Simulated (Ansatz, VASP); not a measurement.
# Pt: VASP beside Ansatz

```
Pt
1.0
     2.70829    0.00000    0.00000
    -1.35415    2.34545    0.00000
     0.00000    0.00000    9.35302
Pt
4
Cartesian
  1.3281 0.6518 3.5074
  1.3281 0.6518 8.1839
  0.0260 1.6936 1.1691
  0.0260 1.6936 5.8456
```

Change from the starting cell: mode 1 frozen in at -0.026 Å and mode 2 at -0.130 Å (largest displacements).

Alike in both runs: task single point; functional LDA; k mesh 18 × 18 × 6; occupations gaussian, width 0.15 eV; no spin polarisation.

```csv
,VASP,Ansatz
version,VASP 6.6.1,Ansatz 0.2.0
potentials or method,"VASP PAW LDA potentials, release 64 (Pt), cutoff 520 eV","scalar-relativistic, plane waves, PAW"
valence electrons in the cell,40,72
```

Ansatz gave:

* gap on the k mesh at the Fermi level (eV): none
* pressure (GPa): 1.1
* traceless stress, the component that is largest in VASP (GPa): -2.71
* rms of the force components (eV/Å): 0.127

Task: What did VASP give for the same quantities?

Result: gap on the k mesh at the Fermi level (eV): none; pressure (GPa): 1.9; traceless stress, the component that is largest in VASP (GPa): -2.65; rms of the force components (eV/Å): 0.131.

Ansatz warns that its potentials were made for another functional, while VASP's fit it. LDA's correlation is that of Perdew and Zunger in VASP and of Perdew and Wang (1992) in Ansatz. Atom by atom the forces differ by 0.005 eV/Å (rms over components). A gap of «none» marks a metal or a gap that the smearing closes. VASP's potentials hold 40 valence electrons a cell and Ansatz's 72, so a difference there can come from the potentials and not from the codes.

Spin-orbit coupling is off throughout.
